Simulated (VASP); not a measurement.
# In3As (Pm-3m) in VASP: single point with PBEsol

Aim: the single point of In3As with PBEsol.

All numbers are computed with VASP 6.6.1; they aren't measurements. Logs are shortened: lines on timing, memory, paths and dates and some standing lists are left out, and cuts for length are marked.

## (1) The cell of the first run

It takes space group Pm-3m (No. 221, cubic). The conventional cell has a = 4.672 Å, b = 4.672 Å, c = 4.672 Å, α = 90.00°, β = 90.00°, γ = 90.00°. Within 4.3 Å of In (site symmetry 4/mmm) lie 8 In at 3.30 Å and 4 As at 3.30 Å. As (site symmetry m-3m) has 12 In at 3.30 Å within 4.3 Å.

## (2) Single point, PBEsol

File INCAR:

```
SYSTEM = In3As
  PREC = Accurate
  ENCUT = 500
  EDIFF = 1E-6
  ISMEAR = 0
  SIGMA = 0.01
  LREAL = .FALSE.
  LASPH = .TRUE.
  NELM = 120
  ALGO = Normal
  ISIF = 2
  LWAVE = .FALSE.
  LCHARG = .TRUE.
  GGA = PS
  LELF = .TRUE.
  LVHAR = .TRUE.
  NBANDS = 30
  GGA_COMPAT = .FALSE.
```

File KPOINTS:

```
regular mesh
0
G
  5 5 5
  0 0 0
```

File POSCAR:

```
In3As
1.0
    4.6716810000      0.0000000000      0.0000000000
    0.0000000000      4.6716810000      0.0000000000
    0.0000000000      0.0000000000      4.6716810000
In As
3 1
Direct
    0.0000000000      0.5000000000      0.5000000000
    0.5000000000      0.0000000000      0.5000000000
    0.5000000000      0.5000000000      0.0000000000
    0.0000000000      0.0000000000      0.0000000000
```

Potentials or basis: VASP PAW PBE potentials, release 64 (In_d, As).

The run is started by

```sh
cat potpaw_PBE.64/In_d/POTCAR potpaw_PBE.64/As/POTCAR > POTCAR
mpirun -np 1 vasp_std > vasp.out
```

OUTCAR:

```text
SYSTEM = In3As
   PREC = Accurate
   ENCUT = 500
   EDIFF = 1E-6
   ISMEAR = 0
   LREAL = .FALSE.
   LASPH = .TRUE.
   NELM = 120
   ISIF = 2
   GGA = PS

 ion  position               nearest neighbor table
   1  0.000  0.500  0.500-   2 3.30   3 3.30   4 3.30   3 3.30   4 3.30   2 3.30   4 3.30   4 3.30
                             2 3.30   3 3.30   3 3.30   2 3.30
   2  0.500  0.000  0.500-   1 3.30   3 3.30   4 3.30   3 3.30   4 3.30   1 3.30   3 3.30   3 3.30
                             1 3.30   4 3.30   4 3.30   1 3.30
   3  0.500  0.500  0.000-   1 3.30   2 3.30   4 3.30   1 3.30   2 3.30   2 3.30   4 3.30   2 3.30
                             1 3.30   4 3.30   1 3.30   4 3.30
   4  0.000  0.000  0.000-   1 3.30   2 3.30   3 3.30   1 3.30   2 3.30   1 3.30   3 3.30   1 3.30
                             2 3.30   3 3.30   2 3.30   3 3.30

  LATTYP: Found a simple cubic cell.
 ALAT       =     4.6716810000

  Lattice vectors:

 A1 = (   4.6716810000,   0.0000000000,   0.0000000000)
 A2 = (   0.0000000000,   4.6716810000,   0.0000000000)
 A3 = (   0.0000000000,   0.0000000000,   4.6716810000)

Analysis of symmetry for initial positions (statically):
=====================================================================
 Subroutine PRICEL returns:
 Original cell was already a primitive cell.

 Routine SETGRP: Setting up the symmetry group for a
 simple cubic supercell.

 Subroutine GETGRP returns: Found 48 space group operations
 (whereof 48 operations were pure point group operations)
 out of a pool of 48 trial point group operations.

The static configuration has the point symmetry O_h .

Analysis of symmetry for dynamics (positions and initial velocities):
=====================================================================
 Subroutine PRICEL returns:
 Original cell was already a primitive cell.

 Routine SETGRP: Setting up the symmetry group for a
 simple cubic supercell.

 Subroutine GETGRP returns: Found 48 space group operations
 (whereof 48 operations were pure point group operations)
 out of a pool of 48 trial point group operations.

The dynamic configuration has the point symmetry O_h .

 Subroutine INISYM returns: Found 48 space group operations
 (whereof 48 operations are pure point group operations),
 and found     1 'primitive' translations

----------------------------------------------------------------------------------------

                                     Primitive cell

  volume of cell :     101.9576

  direct lattice vectors                    reciprocal lattice vectors
     4.671681000  0.000000000  0.000000000     0.214055711  0.000000000  0.000000000
     0.000000000  4.671681000  0.000000000     0.000000000  0.214055711  0.000000000
     0.000000000  0.000000000  4.671681000     0.000000000  0.000000000  0.214055711

  length of vectors
     4.671681000  4.671681000  4.671681000     0.214055711  0.214055711  0.214055711

  position of ions in fractional coordinates (direct lattice)
     0.000000000  0.500000000  0.500000000
     0.500000000  0.000000000  0.500000000
     0.500000000  0.500000000  0.000000000
     0.000000000  0.000000000  0.000000000

  ion indices of the primitive-cell ions
   primitive index   ion index
                 1           1
                 2           2
                 3           3
                 4           4

----------------------------------------------------------------------------------------

 KPOINTS: regular mesh

Automatic generation of k-mesh.
 Grid dimensions read from file:
 generate k-points for:    5    5    5

 Generating k-lattice:

  Cartesian coordinates                     Fractional coordinates (reciprocal lattice)
     0.042811142  0.000000000  0.000000000     0.200000000  0.000000000  0.000000000
     0.000000000  0.042811142  0.000000000     0.000000000  0.200000000  0.000000000
     0.000000000  0.000000000  0.042811142     0.000000000  0.000000000  0.200000000

  Length of vectors
     0.042811142  0.042811142  0.042811142

  Shift w.r.t. Gamma in fractional coordinates (k-lattice)
     0.000000000  0.000000000  0.000000000

 Subroutine IBZKPT returns following result:
 ===========================================

 Found     10 irreducible k-points:

 Following reciprocal coordinates:
            Coordinates               Weight
  0.000000  0.000000  0.000000      1.000000
  0.200000  0.000000  0.000000      6.000000
  0.400000  0.000000  0.000000      6.000000
  0.200000  0.200000  0.000000     12.000000
  0.400000  0.200000  0.000000     24.000000
  0.400000  0.400000  0.000000     12.000000
  0.200000  0.200000  0.200000      8.000000
  0.400000  0.200000  0.200000     24.000000
  0.400000  0.400000  0.200000     24.000000
  0.400000  0.400000  0.400000      8.000000
   k-points           NKPTS =     10   k-points in BZ     NKDIM =     10   number of bands    NBANDS=     30
   number of dos      NEDOS =    301   number of ions     NIONS =      4
   total plane-waves  NPLWV =  46656
   dimension x,y,z NGX =    36 NGY =   36 NGZ =   36
   dimension x,y,z NGXF=    72 NGYF=   72 NGZF=   72
   ions per type =               3   1
   NGX,Y,Z   is equivalent  to a cutoff of  12.81, 12.81, 12.81 a.u.
   NGXF,Y,Z  is equivalent  to a cutoff of  25.62, 25.62, 25.62 a.u.
 SYSTEM =  In3As
   PREC   = accura    normal or accurate (medium, high low for compatibility)
   ISTART =      0    job   : 0-new  1-cont  2-samecut
   ICHARG =      2    charge: 1-file 2-atom 10-const
   ISPIN  =      1    spin polarized calculation?
   LNONCOLLINEAR =      F non collinear calculations
   LSORBIT =      F    spin-orbit coupling
   LASPH  =      T    aspherical Exc in radial PAW
   ENCUT  =  500.0 eV  36.75 Ry    6.06 a.u.   8.52  8.52  8.52*2*pi/ulx,y,z
   NELM   =    120;   NELMIN=  2; NELMDL= -5     # of ELM steps
   EDIFF  = 0.1E-05   stopping-criterion for ELM
   LREAL  =      F    real-space projection
   EDIFFG = 0.1E-04   stopping-criterion for IOM
   NSW    =      0    number of steps for IOM
   IBRION =     -1    ionic relax: 0-MD 1-quasi-New 2-CG
   NFREE  =      0    steps in history (QN), initial steepest desc. (CG)
   ISIF   =      2    stress and relaxation
   ISYM   =      2    0-nonsym 1-usesym 2-fastsym
   POTIM  = 0.5000    time-step for ionic-motion
   TEBEG  =    0.0;   TEEND  =   0.0 temperature during run
   PSTRESS=    0.0 pullay stress
   NELECT =      44.0000    total number of electrons
   NUPDOWN=      -1.0000    fix difference up-down
   EMIN   =  10.00;   EMAX   =-10.00  energy-range for DOS
   EFERMI =   0.00;   METHOD = LEGACY
   ISMEAR =     0;   SIGMA  =   0.01  broadening in eV -4-tet -1-fermi 0-gaus
   EFERMI_NEDOS =   21; number of points for ismear=-14 and -15
   IALGO  =     38    algorithm
   IMIX   =      4    mixing-type and parameters
     AMIX     =   0.40;   BMIX     =  1.00
     AMIX_MAG =   1.60;   BMIX_MAG =  1.00
  volume/ion in A,a.u.               =      25.49       172.01
  Fermi-wavevector in a.u.,A,eV,Ry     =   1.237141  2.337858 20.823961  1.530518
  Thomas-Fermi vector in A             =   2.371720
   LORBIT       =      0    0 simple, 1 ext, 2 COOP (PROOUT), +10 PAW based schemes
   GGA     = PS    functional components
   LHFCALC =     F    Hartree Fock is set to
   AEXX    =    0.0000 exact exchange contribution
   IVDW    =     0    specifies the selected vdW correction
   LEPSILON=     F    determine dielectric tensor
   LRPA    =     F    only Hartree local field effects (RPA)
 non-spin polarized calculation
 Gauss-broadening in eV      SIGMA  =   0.01
  energy-cutoff  :      500.00
  volume of cell :      101.96
 maximum number of plane-waves:      2606
 NGX is ok and might be reduce to    36
   NGX = 17   NGY = 17   NGZ = 17

 number of electron      43.9999975 magnetization

 Free energy of the ion-electron system (eV)
  ---------------------------------------------------
  ext. energy  EPLUGINS =         0.00000000
  ---------------------------------------------------
  free energy    TOTEN  =       -13.58859864 eV

  energy without entropy =      -13.58835116  energy(sigma->0) =      -13.58847490

 E-fermi :   6.6362     XC(G=0): -10.2841

 val. band max:        6.6101171903   @ k =   0.2000   0.2000   0.0000
 cond. band min:       6.6392469417   @ k =   0.4000   0.0000   0.0000
 fundamental gap:      0.0291297514
 Fermi energy:         6.6362056096

 k-point     1 :       0.0000    0.0000    0.0000
  band No.  band energies     occupation
      1      -8.1582      2.00000
      2      -8.1407      2.00000
      3      -8.1407      2.00000
      4      -8.1407      2.00000
      5      -7.9563      2.00000
      6      -7.9563      2.00000
[... 22 lines left out ...]
     29      12.4178      0.00000
     30      13.7569      0.00000

 k-point     2 :       0.2000    0.0000    0.0000
  band No.  band energies     occupation
      1      -8.1335      2.00000
      2      -8.1200      2.00000
      3      -8.0968      2.00000
      4      -8.0968      2.00000
      5      -7.9506      2.00000
      6      -7.9269      2.00000
[... 22 lines left out ...]
     29      13.3364      0.00000
     30      13.9344      0.00000

 k-point     3 :       0.4000    0.0000    0.0000
  band No.  band energies     occupation
      1      -8.1213      2.00000
      2      -8.0366      2.00000
      3      -7.9792      2.00000
      4      -7.9792      2.00000
      5      -7.9369      2.00000
      6      -7.8609      2.00000
[... 22 lines left out ...]
     29      12.7673      0.00000
     30      13.1337      0.00000

 k-point     4 :       0.2000    0.2000    0.0000
  band No.  band energies     occupation
      1      -8.1040      2.00000
      2      -8.0984      2.00000
      3      -8.0762      2.00000
      4      -8.0561      2.00000
      5      -7.9349      2.00000
      6      -7.9064      2.00000
[... 154 lines left out ...]
     29      11.9933      0.00000
     30      13.7027      0.00000

 k-point     9 :       0.4000    0.4000    0.2000
  band No.  band energies     occupation
      1      -8.0408      2.00000
      2      -8.0001      2.00000
      3      -7.9843      2.00000
      4      -7.9696      2.00000
      5      -7.9661      2.00000
      6      -7.9094      2.00000
[... 22 lines left out ...]
     29      12.7864      0.00000
     30      13.2902      0.00000

 k-point    10 :       0.4000    0.4000    0.4000
  band No.  band energies     occupation
      1      -8.0517      2.00000
      2      -8.0317      2.00000
      3      -8.0151      2.00000
      4      -8.0151      2.00000
      5      -7.9673      2.00000
      6      -7.9673      2.00000
[... 22 lines left out ...]
     29      14.6961      0.00000
     30      14.9808      0.00000

------------------------ aborting loop because EDIFF is reached ----------------------------------------

  FORCE on cell =-STRESS in cart. coord.  units (eV):
  Direction    XX          YY          ZZ          XY          YZ          ZX
  --------------------------------------------------------------------------------------
  -------------------------------------------------------------------------------------
  Total       -1.1265858     -1.1265858     -1.1265858      0.0000000      0.0000000      0.0000000
  in kB      -17.7033442    -17.7033442    -17.7033442      0.0000000      0.0000000      0.0000000
  external PRESSURE =     -17.7033442 kB  Pullay stress =       0.0000000 kB

 VOLUME and BASIS-vectors are now :
 -----------------------------------------------------------------------------
  energy-cutoff  :      500.00
  volume of cell :      101.96
      direct lattice vectors                 reciprocal lattice vectors
     4.671681000  0.000000000  0.000000000     0.214055711  0.000000000  0.000000000
     0.000000000  4.671681000  0.000000000     0.000000000  0.214055711  0.000000000
     0.000000000  0.000000000  4.671681000     0.000000000  0.000000000  0.214055711

 POSITION                                       TOTAL-FORCE (eV/Angst)
 -----------------------------------------------------------------------------------
      0.00000      2.33584      2.33584         0.000000      0.000000      0.000000
      2.33584      0.00000      2.33584         0.000000      0.000000      0.000000
      2.33584      2.33584      0.00000         0.000000      0.000000      0.000000
      0.00000      0.00000      0.00000         0.000000      0.000000      0.000000
 -----------------------------------------------------------------------------------
    total drift:                                0.000000      0.000000      0.000000

  FREE ENERGIE OF THE ION-ELECTRON SYSTEM (eV)
  ---------------------------------------------------
  free  energy   TOTEN  =       -13.5885986402 eV

  energy  without entropy=      -13.5883511552  energy(sigma->0) =      -13.58847490
```

Run time: 14 s. Hardware: 1 thread of Intel Xeon 6975P-C (Granite Rapids), shared host; peak memory 0.21 GiB.

Results:

| Quantity | Value |
| --- | --- |
| Free energy | -13.5886 eV |
| Pressure | -1.8 GPa |
| Band gap on the k mesh | zero (bands 22 and 23 overlap by 2.21 eV) |

Caveat: the PAW data sets were made with another functional, which shifts forces and pressure a little; spin-orbit coupling is left out, which moves the levels of the heavy elements.

The gap in the log of VASP goes by the Fermi energy; the results here count the filled bands.